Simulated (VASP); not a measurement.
# InGaAs2 (P-4m2) in VASP: further runs

Runs on InGaAs2. Level: r2SCAN. Tasks: single point.

All numbers are computed with VASP 6.6.1; they aren't measurements. Logs are shortened: lines on timing, memory, paths and dates and some standing lists are left out, and cuts for length are marked.

## (1) The cell of the first run

It takes space group P-4m2 (No. 115, tetragonal). The conventional cell has a = 4.153 Å, b = 4.153 Å, c = 5.922 Å, α = 90.00°, β = 90.00°, γ = 90.00°. Within 3.5 Å of In (site symmetry -4m2) lie 4 As at 2.62 Å. Within 3.3 Å of Ga (site symmetry -4m2) lie 4 As at 2.48 Å. Within 3.3 Å of As (site symmetry 2mm) lie 2 Ga at 2.48 Å and 2 In at 2.62 Å.

## (2) Single point, r2SCAN

Input file POSCAR:

```
InGaAs2
1.0
    4.1532821680      0.0000000000      0.0000000000
    0.0000000000      4.1532821680      0.0000000000
    0.0000000000      0.0000000000      5.9223026300
In Ga As
1 1 2
Direct
    0.0000000000      0.0000000000      0.5000000000
    0.5000000000      0.5000000000      0.0000000000
    0.5000000000      0.0000000000      0.7698871174
    0.0000000000      0.5000000000      0.2301128826
```

Input file INCAR.step1:

```
SYSTEM = InGaAs2
PREC = Accurate
ENCUT = 520
ISMEAR = 0
SIGMA = 0.01
LREAL = .FALSE.
LASPH = .TRUE.
NELM = 80
NBANDS = 26
GGA = PE
ALGO = Normal
EDIFF = 1E-4
LWAVE = .TRUE.
LCHARG = .FALSE.
```

Input file INCAR.step2:

```
SYSTEM = InGaAs2
PREC = Accurate
ENCUT = 520
EDIFF = 1E-7
ISMEAR = 0
SIGMA = 0.01
LREAL = .FALSE.
LASPH = .TRUE.
NELM = 80
ALGO = Normal
ISIF = 2
LWAVE = .FALSE.
LCHARG = .TRUE.
METAGGA = R2SCAN
LMIXTAU = .TRUE.
LELF = .TRUE.
LVHAR = .TRUE.
NBANDS = 26
ISTART = 1
```

Input file KPOINTS:

```
regular mesh
0
G
  8 8 6
  0 0 0
```

Potentials or basis: VASP PAW PBE potentials, release 64 (In_d, Ga_d, As).

Launch:

```
cat potpaw_PBE.64/In_d/POTCAR potpaw_PBE.64/Ga_d/POTCAR potpaw_PBE.64/As/POTCAR > POTCAR
cp INCAR.step1 INCAR
mpirun -np 1 vasp_std > vasp.out
cp INCAR.step2 INCAR
mpirun -np 1 vasp_std > vasp.out
```

OUTCAR:

```text
SYSTEM = InGaAs2
   PREC = Accurate
   ENCUT = 520
   EDIFF = 1E-7
   ISMEAR = 0
   LREAL = .FALSE.
   LASPH = .TRUE.
   NELM = 80
   ISIF = 2
   METAGGA = R2SCAN
   ISTART = 1

 ion  position               nearest neighbor table
   1  0.000  0.000  0.500-   3 2.62   4 2.62   4 2.62   3 2.62
   2  0.500  0.500  0.000-   3 2.48   4 2.48   3 2.48   4 2.48
   3  0.500  0.000  0.770-   2 2.48   2 2.48   1 2.62   1 2.62
   4  0.000  0.500  0.230-   2 2.48   2 2.48   1 2.62   1 2.62

  LATTYP: Found a simple tetragonal cell.
 ALAT       =     4.1532821680
 C/A-ratio  =     1.4259331272

  Lattice vectors:

 A1 = (   4.1532821680,   0.0000000000,   0.0000000000)
 A2 = (   0.0000000000,   4.1532821680,   0.0000000000)
 A3 = (   0.0000000000,   0.0000000000,   5.9223026300)

Analysis of symmetry for initial positions (statically):
=====================================================================
 Subroutine PRICEL returns:
 Original cell was already a primitive cell.

 Routine SETGRP: Setting up the symmetry group for a
 simple tetragonal supercell.

 Subroutine GETGRP returns: Found  8 space group operations
 (whereof  8 operations were pure point group operations)
 out of a pool of 16 trial point group operations.

The static configuration has the point symmetry D_2d.

Analysis of symmetry for dynamics (positions and initial velocities):
=====================================================================
 Subroutine PRICEL returns:
 Original cell was already a primitive cell.

 Routine SETGRP: Setting up the symmetry group for a
 simple tetragonal supercell.

 Subroutine GETGRP returns: Found  8 space group operations
 (whereof  8 operations were pure point group operations)
 out of a pool of 16 trial point group operations.

The dynamic configuration has the point symmetry D_2d.

 Subroutine INISYM returns: Found  8 space group operations
 (whereof  8 operations are pure point group operations),
 and found     1 'primitive' translations

----------------------------------------------------------------------------------------

                                     Primitive cell

  volume of cell :     102.1583

  direct lattice vectors                    reciprocal lattice vectors
     4.153282168  0.000000000  0.000000000     0.240773432  0.000000000  0.000000000
     0.000000000  4.153282168  0.000000000     0.000000000  0.240773432  0.000000000
     0.000000000  0.000000000  5.922302630     0.000000000  0.000000000  0.168853242

  length of vectors
     4.153282168  4.153282168  5.922302630     0.240773432  0.240773432  0.168853242

  position of ions in fractional coordinates (direct lattice)
     0.000000000  0.000000000  0.500000000
     0.500000000  0.500000000  0.000000000
     0.500000000  0.000000000  0.769887117
     0.000000000  0.500000000  0.230112883

  ion indices of the primitive-cell ions
   primitive index   ion index
                 1           1
                 2           2
                 3           3
                 4           4

----------------------------------------------------------------------------------------

 KPOINTS: regular mesh

Automatic generation of k-mesh.
 Grid dimensions read from file:
 generate k-points for:    8    8    6

 Generating k-lattice:

  Cartesian coordinates                     Fractional coordinates (reciprocal lattice)
     0.030096679  0.000000000  0.000000000     0.125000000  0.000000000  0.000000000
     0.000000000  0.030096679  0.000000000     0.000000000  0.125000000  0.000000000
     0.000000000  0.000000000  0.028142207     0.000000000  0.000000000  0.166666667

  Length of vectors
     0.030096679  0.030096679  0.028142207

  Shift w.r.t. Gamma in fractional coordinates (k-lattice)
     0.000000000  0.000000000  0.000000000

 Subroutine IBZKPT returns following result:
 ===========================================

 Found     60 irreducible k-points:

 Following reciprocal coordinates:
            Coordinates               Weight
  0.000000  0.000000  0.000000      1.000000
  0.125000  0.000000  0.000000      4.000000
  0.250000  0.000000  0.000000      4.000000
  0.375000  0.000000  0.000000      4.000000
  0.500000  0.000000  0.000000      2.000000
  0.125000  0.125000  0.000000      4.000000
[... 16 lines left out ...]
  0.375000  0.125000  0.166667     16.000000
  0.500000  0.125000  0.166667      8.000000
 [... further k-points ...]
   k-points           NKPTS =     60   k-points in BZ     NKDIM =     60   number of bands    NBANDS=     26
   number of dos      NEDOS =    301   number of ions     NIONS =      4
   total plane-waves  NPLWV =  49152
   dimension x,y,z NGX =    32 NGY =   32 NGZ =   48
   dimension x,y,z NGXF=    64 NGYF=   64 NGZF=   96
   ions per type =               1   1   2
   NGX,Y,Z   is equivalent  to a cutoff of  12.81, 12.81, 13.47 a.u.
   NGXF,Y,Z  is equivalent  to a cutoff of  25.62, 25.62, 26.95 a.u.
 SYSTEM =  InGaAs2
   PREC   = accura    normal or accurate (medium, high low for compatibility)
   ISTART =      1    job   : 0-new  1-cont  2-samecut
   ICHARG =      0    charge: 1-file 2-atom 10-const
   ISPIN  =      1    spin polarized calculation?
   LNONCOLLINEAR =      F non collinear calculations
   LSORBIT =      F    spin-orbit coupling
   LASPH  =      T    aspherical Exc in radial PAW
   ENCUT  =  520.0 eV  38.22 Ry    6.18 a.u.   7.72  7.72 11.01*2*pi/ulx,y,z
   NELM   =     80;   NELMIN=  2; NELMDL=  0     # of ELM steps
   EDIFF  = 0.1E-06   stopping-criterion for ELM
   LREAL  =      F    real-space projection
   EDIFFG = 0.1E-05   stopping-criterion for IOM
   NSW    =      0    number of steps for IOM
   IBRION =     -1    ionic relax: 0-MD 1-quasi-New 2-CG
   NFREE  =      0    steps in history (QN), initial steepest desc. (CG)
   ISIF   =      2    stress and relaxation
   ISYM   =      2    0-nonsym 1-usesym 2-fastsym
   POTIM  = 0.5000    time-step for ionic-motion
   TEBEG  =    0.0;   TEEND  =   0.0 temperature during run
   PSTRESS=    0.0 pullay stress
   NELECT =      36.0000    total number of electrons
   NUPDOWN=      -1.0000    fix difference up-down
   EMIN   =  10.00;   EMAX   =-10.00  energy-range for DOS
   EFERMI =   0.00;   METHOD = LEGACY
   ISMEAR =     0;   SIGMA  =   0.01  broadening in eV -4-tet -1-fermi 0-gaus
   EFERMI_NEDOS =   21; number of points for ismear=-14 and -15
   IALGO  =     38    algorithm
   IMIX   =      4    mixing-type and parameters
     AMIX     =   0.40;   BMIX     =  1.00
     AMIX_MAG =   1.60;   BMIX_MAG =  1.00
  volume/ion in A,a.u.               =      25.54       172.35
  Fermi-wavevector in a.u.,A,eV,Ry     =   1.156337  2.185161 18.192565  1.337116
  Thomas-Fermi vector in A             =   2.292958
   LORBIT       =      0    0 simple, 1 ext, 2 COOP (PROOUT), +10 PAW based schemes
   METAGGA = R2SCAN    functional components
   LHFCALC =     F    Hartree Fock is set to
   AEXX    =    0.0000 exact exchange contribution
   IVDW    =     0    specifies the selected vdW correction
   LEPSILON=     F    determine dielectric tensor
   LRPA    =     F    only Hartree local field effects (RPA)
 non-spin polarized calculation
 Gauss-broadening in eV      SIGMA  =   0.01
  energy-cutoff  :      520.00
  volume of cell :      102.16
 maximum number of plane-waves:      2768
 NGX is ok and might be reduce to    32
   NGX = 15   NGY = 15   NGZ = 23

 number of electron      35.9999987 magnetization

 Free energy of the ion-electron system (eV)
  ---------------------------------------------------
  ext. energy  EPLUGINS =         0.00000000
  ---------------------------------------------------
  free energy    TOTEN  =       -65.02107783 eV

  energy without entropy =      -65.02107783  energy(sigma->0) =      -65.02107783

 E-fermi :   3.9578     XC(G=0):  -9.8576

 val. band max:        3.9010935198   @ k =   0.0000   0.0000   0.0000
 cond. band min:       4.1861147015   @ k =   0.0000   0.0000   0.0000
 fundamental gap:      0.2850211817
 Fermi energy:         3.9578295251

 k-point     1 :       0.0000    0.0000    0.0000
  band No.  band energies     occupation
      1     -11.4575      2.00000
      2     -11.3820      2.00000
      3     -11.3820      2.00000
      4     -11.3412      2.00000
      5     -11.3062      2.00000
      6     -11.0515      2.00000
[... 18 lines left out ...]
     25      11.8550      0.00000
     26      13.7158      0.00000

 k-point     2 :       0.1250    0.0000    0.0000
  band No.  band energies     occupation
      1     -11.4546      2.00000
      2     -11.3873      2.00000
      3     -11.3816      2.00000
      4     -11.3396      2.00000
      5     -11.3073      2.00000
      6     -11.0450      2.00000
[... 18 lines left out ...]
     25      12.4858      0.00000
     26      12.9765      0.00000

 k-point     3 :       0.2500    0.0000    0.0000
  band No.  band energies     occupation
      1     -11.4478      2.00000
      2     -11.3997      2.00000
      3     -11.3804      2.00000
      4     -11.3357      2.00000
      5     -11.3099      2.00000
      6     -11.0320      2.00000
[... 18 lines left out ...]
     25      11.8859      0.00000
     26      12.0127      0.00000

 k-point     4 :       0.3750    0.0000    0.0000
  band No.  band energies     occupation
      1     -11.4411      2.00000
      2     -11.4120      2.00000
      3     -11.3793      2.00000
      4     -11.3319      2.00000
      5     -11.3125      2.00000
      6     -11.0269      2.00000
[... 18 lines left out ...]
     25      10.8135      0.00000
     26      11.1272      0.00000
[... 496 lines left out ...]
      1     -11.4457      2.00000
      2     -11.4044      2.00000
      3     -11.3788      2.00000
      4     -11.3349      2.00000
      5     -11.3113      2.00000
      6     -11.0312      2.00000
[... 18 lines left out ...]
     25      10.0037      0.00000
     26      11.9617      0.00000

 k-point    23 :       0.3750    0.1250    0.1667
  band No.  band energies     occupation
      1     -11.4413      2.00000
      2     -11.4161      2.00000
      3     -11.3770      2.00000
      4     -11.3314      2.00000
      5     -11.3141      2.00000
      6     -11.0252      2.00000
[... 18 lines left out ...]
     25      10.2525      0.00000
     26      11.8010      0.00000

 k-point    24 :       0.5000    0.1250    0.1667
  band No.  band energies     occupation
      1     -11.4396      2.00000
      2     -11.4210      2.00000
      3     -11.3763      2.00000
      4     -11.3300      2.00000
      5     -11.3153      2.00000
      6     -11.0266      2.00000
[... 18 lines left out ...]
     25      10.5761      0.00000
     26      11.0172      0.00000

 [... further k-points ...]
[... 5 lines left out ...]
  --------------------------------------------------------------------------------------
  -------------------------------------------------------------------------------------
  Total        0.0178529      0.0178529      0.0048487      0.0000000      0.0000000      0.0000000
  in kB        0.2799928      0.2799928      0.0760429      0.0000000      0.0000000      0.0000000
  external PRESSURE =       0.2120095 kB  Pullay stress =       0.0000000 kB

 VOLUME and BASIS-vectors are now :
 -----------------------------------------------------------------------------
  energy-cutoff  :      520.00
  volume of cell :      102.16
      direct lattice vectors                 reciprocal lattice vectors
     4.153282168  0.000000000  0.000000000     0.240773432  0.000000000  0.000000000
     0.000000000  4.153282168  0.000000000     0.000000000  0.240773432  0.000000000
     0.000000000  0.000000000  5.922302630     0.000000000  0.000000000  0.168853242

 POSITION                                       TOTAL-FORCE (eV/Angst)
 -----------------------------------------------------------------------------------
      0.00000      0.00000      2.96115         0.000000      0.000000      0.000000
      2.07664      2.07664      0.00000         0.000000     -0.000000      0.000000
      2.07664      0.00000      4.55950         0.000000      0.000000     -0.002341
      0.00000      2.07664      1.36280         0.000000      0.000000      0.002341
 -----------------------------------------------------------------------------------
    total drift:                                0.000000     -0.000000     -0.000000

  FREE ENERGIE OF THE ION-ELECTRON SYSTEM (eV)
  ---------------------------------------------------
  free  energy   TOTEN  =       -65.0210778315 eV

  energy  without entropy=      -65.0210778315  energy(sigma->0) =      -65.02107783
```

It took 3.7 min on 1 thread of Intel Xeon 6975P-C (Granite Rapids), shared host; peak memory 0.34 GiB.

Results:

- Free energy: -65.0211 eV
- Pressure: 0.0 GPa
- Band gap on the k mesh: 0.28 eV, direct

Forces in eV/Å, atoms in the order of the input:
```
In   0.000  0.000  0.000
Ga   0.000  0.000  0.000
As   0.000  0.000 -0.002
As   0.000  0.000  0.002
```

Levels at points of the mesh, in eV from the valence-band top:
| k point | band 15 | band 16 | band 17 | band 18 | band 19 | band 20 | band 21 | band 22 |
| --- | --- | --- | --- | --- | --- | --- | --- | --- |
| (0.00, 0.00, 0.00) | -2.60 | -0.17 | 0.00 | 0.00 | 0.28 | 1.84 | 2.17 | 4.13 |
| (0.50, 0.00, 0.00) | -3.28 | -3.00 | -1.50 | -0.86 | 2.37 | 3.51 | 5.24 | 5.37 |
| (0.50, 0.50, 0.00) | -2.74 | -2.56 | -2.56 | -2.38 | 1.76 | 1.76 | 1.93 | 2.26 |
| (0.00, 0.00, 0.50) | -1.95 | -1.95 | -1.24 | -1.24 | 2.18 | 2.30 | 3.21 | 3.67 |
| (0.50, 0.00, 0.50) | -1.46 | -1.15 | -1.12 | -0.77 | 0.92 | 1.47 | 4.59 | 4.95 |
| (0.50, 0.50, 0.50) | -3.33 | -3.25 | -3.13 | -3.13 | 4.57 | 4.66 | 4.73 | 4.73 |

Caveat: the PAW data sets were made with another functional, which shifts forces and pressure a little; spin-orbit coupling is left out, which moves the levels of the heavy elements.

(Continued in part 2 of 3.)
